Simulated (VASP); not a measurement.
# SrO (P6_3mc) in VASP: notebook

SrO is run at these levels: PBE; tasks: single point.

Program: VASP 6.6.1. These are calculated values, not measurements. Logs are shortened: lines on timing, memory, paths and dates and some standing lists are left out, and cuts for length are marked.

## (1) The cell of the first run

It takes space group P6_3mc (No. 186, hexagonal). The conventional cell has a = 3.577 Å, b = 3.577 Å, c = 6.243 Å, α = 90.00°, β = 90.00°, γ = 120.00°. Within 3.3 Å of Sr (site symmetry 3m) lie 6 O at 2.49 to 2.70 Å. O (site symmetry 3m) has 6 Sr at 2.49 to 2.70 Å and 2 O at 3.12 Å within 3.3 Å.

## (2) Single point, PBE

INCAR reads:

```
PREC = Accurate
ENCUT = 520
EDIFF = 1E-6
ISMEAR = 0
SIGMA = 0.05
LREAL = False
LASPH = True
NELM = 60
ALGO = Normal
ISIF = 2
LWAVE = False
LCHARG = False
GGA = PE
NBANDS = 24
```

KPOINTS reads:

```
Automatic mesh
0
Gamma
  9 9 4
```

POSCAR reads:

```
SrO
1.0
    3.5769478779      0.0000000000      0.0000000000
   -1.7884739390      3.0977277303      0.0000000000
    0.0000000000      0.0000000000      6.2426216355
Sr O
2 2
Direct
    0.3333333333      0.6666666667      0.2543289672
    0.6666666667      0.3333333333      0.7543289672
    0.0000000000      0.0000000000     -0.0237079882
    0.0000000000      0.0000000000      0.4762920118
```

Potentials or basis: VASP PAW PBE potentials, release 64 (Sr_sv, O).

Launch:

```sh
$ cat potpaw_PBE.64/Sr_sv/POTCAR potpaw_PBE.64/O/POTCAR > POTCAR
$ mpirun -np 1 vasp_std > vasp.out
```

OUTCAR:

```text
PREC = Accurate
   ENCUT = 520
   EDIFF = 1E-6
   ISMEAR = 0
   LREAL = False
   LASPH = True
   NELM = 60
   ISIF = 2
   GGA = PE

 ion  position               nearest neighbor table
   1  0.333  0.667  0.254-   4 2.49   4 2.49   4 2.49   3 2.70   3 2.70   3 2.70   2 3.74   2 3.74
                             2 3.74   2 3.74   2 3.74   2 3.74
   2  0.667  0.333  0.754-   3 2.49   3 2.49   3 2.49   4 2.70   4 2.70   4 2.70   1 3.74   1 3.74
                             1 3.74   1 3.74   1 3.74   1 3.74
   3  0.000  0.000  0.976-   2 2.49   2 2.49   2 2.49   1 2.70   1 2.70   1 2.70
   4  0.000  0.000  0.476-   1 2.49   1 2.49   1 2.49   2 2.70   2 2.70   2 2.70

  LATTYP: Found a hexagonal cell.
 ALAT       =     3.5769478779
 C/A-ratio  =     1.7452369586

  Lattice vectors:

 A1 = (   3.5769478779,   0.0000000000,   0.0000000000)
 A2 = (  -1.7884739390,   3.0977277303,   0.0000000000)
 A3 = (   0.0000000000,   0.0000000000,   6.2426216355)

Analysis of symmetry for initial positions (statically):
=====================================================================
 Subroutine PRICEL returns:
 Original cell was already a primitive cell.

 Routine SETGRP: Setting up the symmetry group for a
 hexagonal supercell.

 Subroutine GETGRP returns: Found 12 space group operations
 (whereof  6 operations were pure point group operations)
 out of a pool of 24 trial point group operations.

The static configuration has the point symmetry C_3v.
 The point group associated with its full space group is C_6v.

Analysis of symmetry for dynamics (positions and initial velocities):
=====================================================================
 Subroutine PRICEL returns:
 Original cell was already a primitive cell.

 Routine SETGRP: Setting up the symmetry group for a
 hexagonal supercell.

 Subroutine GETGRP returns: Found 12 space group operations
 (whereof  6 operations were pure point group operations)
 out of a pool of 24 trial point group operations.

The dynamic configuration has the point symmetry C_3v.
 The point group associated with its full space group is C_6v.

 Subroutine INISYM returns: Found 12 space group operations
 (whereof  6 operations are pure point group operations),
 and found     1 'primitive' translations

----------------------------------------------------------------------------------------

                                     Primitive cell

  volume of cell :      69.1708

[... 87 lines left out ...]
   LNONCOLLINEAR =      F non collinear calculations
   LSORBIT =      F    spin-orbit coupling
   LASPH  =      T    aspherical Exc in radial PAW
   ENCUT  =  520.0 eV  38.22 Ry    6.18 a.u.   6.65  6.65 11.61*2*pi/ulx,y,z
   NELM   =     60;   NELMIN=  2; NELMDL= -5     # of ELM steps
   EDIFF  = 0.1E-05   stopping-criterion for ELM
   LREAL  =      F    real-space projection
   EDIFFG = 0.1E-04   stopping-criterion for IOM
   NSW    =      0    number of steps for IOM
   IBRION =     -1    ionic relax: 0-MD 1-quasi-New 2-CG
   NFREE  =      0    steps in history (QN), initial steepest desc. (CG)
   ISIF   =      2    stress and relaxation
   ISYM   =      2    0-nonsym 1-usesym 2-fastsym
   POTIM  = 0.5000    time-step for ionic-motion
   TEBEG  =    0.0;   TEEND  =   0.0 temperature during run
   PSTRESS=    0.0 pullay stress
   NELECT =      32.0000    total number of electrons
   NUPDOWN=      -1.0000    fix difference up-down
   EMIN   =  10.00;   EMAX   =-10.00  energy-range for DOS
   EFERMI =   0.00;   METHOD = LEGACY
   ISMEAR =     0;   SIGMA  =   0.05  broadening in eV -4-tet -1-fermi 0-gaus
   EFERMI_NEDOS =   21; number of points for ismear=-14 and -15
   IALGO  =     38    algorithm
   IMIX   =      4    mixing-type and parameters
     AMIX     =   0.40;   BMIX     =  1.00
     AMIX_MAG =   1.60;   BMIX_MAG =  1.00
  volume/ion in A,a.u.               =      17.29       116.70
  Fermi-wavevector in a.u.,A,eV,Ry     =   1.266146  2.392669 21.811857  1.603126
  Thomas-Fermi vector in A             =   2.399362
   LORBIT       =      0    0 simple, 1 ext, 2 COOP (PROOUT), +10 PAW based schemes
   GGA     = PE    functional components
   LHFCALC =     F    Hartree Fock is set to
   AEXX    =    0.0000 exact exchange contribution
   IVDW    =     0    specifies the selected vdW correction
   LEPSILON=     F    determine dielectric tensor
   LRPA    =     F    only Hartree local field effects (RPA)
 non-spin polarized calculation
 Gauss-broadening in eV      SIGMA  =   0.05
  energy-cutoff  :      520.00
  volume of cell :       69.17
 maximum number of plane-waves:      1895
 NGX is ok and might be reduce to    28
   NGX = 13   NGY = 13   NGZ = 23

 number of electron      32.0000001 magnetization

 Free energy of the ion-electron system (eV)
  ---------------------------------------------------
  ext. energy  EPLUGINS =         0.00000000
  ---------------------------------------------------
  free energy    TOTEN  =       -23.68191999 eV

  energy without entropy =      -23.68191999  energy(sigma->0) =      -23.68191999

 E-fermi :   2.2196     XC(G=0):  -9.9298

 val. band max:        1.9853725389   @ k =   0.0000   0.0000   0.0000
 cond. band min:       5.0844154849   @ k =   0.0000   0.0000   0.0000
 fundamental gap:      3.0990429460
 Fermi energy:         2.2196343351

 k-point     1 :       0.0000    0.0000    0.0000
  band No.  band energies     occupation
      1     -30.8902      2.00000
      2     -30.7899      2.00000
      3     -14.9296      2.00000
      4     -13.5307      2.00000
      5     -12.5846      2.00000
      6     -12.5846      2.00000
[... 637 lines left out ...]
     23      11.7283      0.00000
     24      11.7287      0.00000

 [... further k-points ...]
[... 5 lines left out ...]
  --------------------------------------------------------------------------------------
  -------------------------------------------------------------------------------------
  Total        0.6246776      0.6246776      0.6272270     -0.0000000      0.0000000      0.0000000
  in kB       14.4691704     14.4691704     14.5282223     -0.0000000      0.0000000      0.0000000
  external PRESSURE =      14.4888544 kB  Pullay stress =       0.0000000 kB

 VOLUME and BASIS-vectors are now :
 -----------------------------------------------------------------------------
  energy-cutoff  :      520.00
  volume of cell :       69.17
      direct lattice vectors                 reciprocal lattice vectors
     3.576947878  0.000000000  0.000000000     0.279567954  0.161408634  0.000000000
    -1.788473939  3.097727730  0.000000000     0.000000000  0.322817267  0.000000000
     0.000000000  0.000000000  6.242621635     0.000000000  0.000000000  0.160189109

 POSITION                                       TOTAL-FORCE (eV/Angst)
 -----------------------------------------------------------------------------------
     -0.00000      2.06515      1.58768         0.000000     -0.000000     -0.388426
      1.78847      1.03258      4.70899        -0.000000      0.000000     -0.388426
      0.00000      0.00000      6.09462         0.000000     -0.000000      0.388426
      0.00000      0.00000      2.97331        -0.000000     -0.000000      0.388426
 -----------------------------------------------------------------------------------
    total drift:                                0.000000      0.000000      0.000134

  FREE ENERGIE OF THE ION-ELECTRON SYSTEM (eV)
  ---------------------------------------------------
  free  energy   TOTEN  =       -23.6819199909 eV

  energy  without entropy=      -23.6819199909  energy(sigma->0) =      -23.68191999
```

stdout:

```text
POSCAR found type information on POSCAR SrO
 POSCAR found :  2 types and       4 ions
 scaLAPACK will be used
 LDA part: xc-table for (Slater+PW92), standard interpolation
 POSCAR, INCAR and KPOINTS ok, starting setup
 FFT: planning ... GRIDC
 FFT: planning ... GRID_SOFT
 FFT: planning ... GRID
 WAVECAR not read
 entering main loop
```

It took 64 s on 1 thread of Intel Xeon 6975P-C, shared host; peak memory 0.21 GiB.

What came out:

```
Free energy            : -23.6819 eV
Pressure               : 1.4 GPa
Largest force          : 0.388 eV/Å
Band gap on the k mesh : 3.10 eV, direct
```

Forces on the atoms (eV/Å):
```
Sr   0.000  0.000 -0.388
Sr   0.000  0.000 -0.388
O    0.000  0.000  0.388
O    0.000  0.000  0.388
```

## (3) Single point, PBE

INCAR reads:

```
SYSTEM = SrO
ALGO = Normal
EDIFF = 1E-6
ENCUT = 520
GGA = PE
ISIF = 2
ISMEAR = 0
LASPH = .TRUE.
LCHARG = .FALSE.
LREAL = .FALSE.
LWAVE = .FALSE.
NBANDS = 24
NELM = 80
PREC = Accurate
SIGMA = 0.05
```

KPOINTS reads:

```
k-points
0
G
  9 9 4
  0 0 0
```

POSCAR reads:

```
SrO
1.0
    3.5769478779      0.0000000000      0.0000000000
   -1.7884739390      3.0977277303      0.0000000000
    0.0000000000      0.0000000000      6.2426216355
Sr O
2 2
Direct
    0.3333333333      0.6666666667      0.2534631737
    0.6666666667      0.3333333333      0.7534631737
    0.0000000000      0.0000000000     -0.0189663906
    0.0000000000      0.0000000000      0.4810336094
```

Potentials or basis: VASP PAW PBE potentials, release 64 (Sr_sv, O).

Launch:

```sh
$ cat potpaw_PBE.64/Sr_sv/POTCAR potpaw_PBE.64/O/POTCAR > POTCAR
$ mpirun -np 1 vasp_std > vasp.out
```

Run time: 64 s. Hardware: 1 thread of Intel Xeon 6975P-C, shared host; peak memory 0.21 GiB.

It converged, with:

| Quantity | Value |
| --- | --- |
| Free energy | -23.7061 eV |
| Pressure | 1.1 GPa |
| Largest force | 0.304 eV/Å |
| Band gap on the k mesh | 3.05 eV, direct |

Forces in eV/Å, atoms in the order of the input:
```
Sr   0.000  0.000 -0.304
Sr   0.000  0.000 -0.304
O    0.000  0.000  0.304
O    0.000  0.000  0.304
```

Levels at points of the mesh, in eV from the valence-band top:
| k point | band 13 | band 14 | band 15 | band 16 | band 17 | band 18 | band 19 | band 20 |
| --- | --- | --- | --- | --- | --- | --- | --- | --- |
| (0.00, 0.00, 0.00) | -0.97 | -0.72 | -0.72 | 0.00 | 3.05 | 5.08 | 5.35 | 6.27 |
| (0.00, 0.00, 0.50) | -0.87 | -0.87 | -0.87 | -0.87 | 4.67 | 4.67 | 6.04 | 6.04 |

## (4) Single point, PBE

This run uses another cell than the first one, of 17.73 Å³/atom, 1.025 times its volume.

INCAR reads:

```
PREC = Accurate
ENCUT = 520
EDIFF = 1E-7
ISMEAR = 0
SIGMA = 0.05
LREAL = False
LASPH = True
NELM = 100
ALGO = Normal
ISIF = 2
LWAVE = False
LCHARG = False
GGA = PE
NBANDS = 24
```

KPOINTS reads:

```
regular mesh
0
Gamma
  9 9 4
```

POSCAR reads:

```
SrO
1.0
    3.6066365453      0.0000000000      0.0000000000
   -1.8033182727      3.1234388704      0.0000000000
    0.0000000000      0.0000000000      6.2944353951
Sr O
2 2
Direct
    0.3333333333      0.6666666667      0.2543289672
    0.6666666667      0.3333333333      0.7543289672
    0.0000000000      0.0000000000     -0.0237079882
    0.0000000000      0.0000000000      0.4762920118
```

Launch:

```sh
$ cat potpaw_PBE.64/Sr_sv/POTCAR potpaw_PBE.64/O/POTCAR > POTCAR
$ mpirun -np 1 vasp_std > vasp.out
```

Run time: 89 s. Hardware: 1 thread of Intel Xeon 6975P-C, shared host; peak memory 0.21 GiB.

Results (log left out):

| Item | Value |
| --- | --- |
| Free energy | -23.6876 eV |
| Pressure | -0.6 GPa |
| Largest force | 0.329 eV/Å |
| Band gap on the k mesh | 2.95 eV, direct |

Forces in eV/Å, atoms in the order of the input:
```
Sr   0.000  0.000 -0.329
Sr   0.000  0.000 -0.329
O    0.000  0.000  0.329
O    0.000  0.000  0.329
```

Stress tensor (GPa, compression positive):
```
-0.50  0.00  0.00
 0.00 -0.50  0.00
 0.00  0.00 -0.70
```

Levels at points of the mesh, in eV from the valence-band top:
| k point | band 13 | band 14 | band 15 | band 16 | band 17 | band 18 | band 19 | band 20 |
| --- | --- | --- | --- | --- | --- | --- | --- | --- |
| (0.00, 0.00, 0.00) | -0.91 | -0.67 | -0.67 | 0.00 | 2.95 | 5.07 | 5.44 | 6.28 |
| (0.00, 0.00, 0.50) | -0.81 | -0.81 | -0.81 | -0.81 | 4.57 | 4.57 | 6.03 | 6.03 |

A k mesh can miss the band edges. Expect the measured gap to be larger: semilocal functionals such as PBE lack the derivative discontinuity.
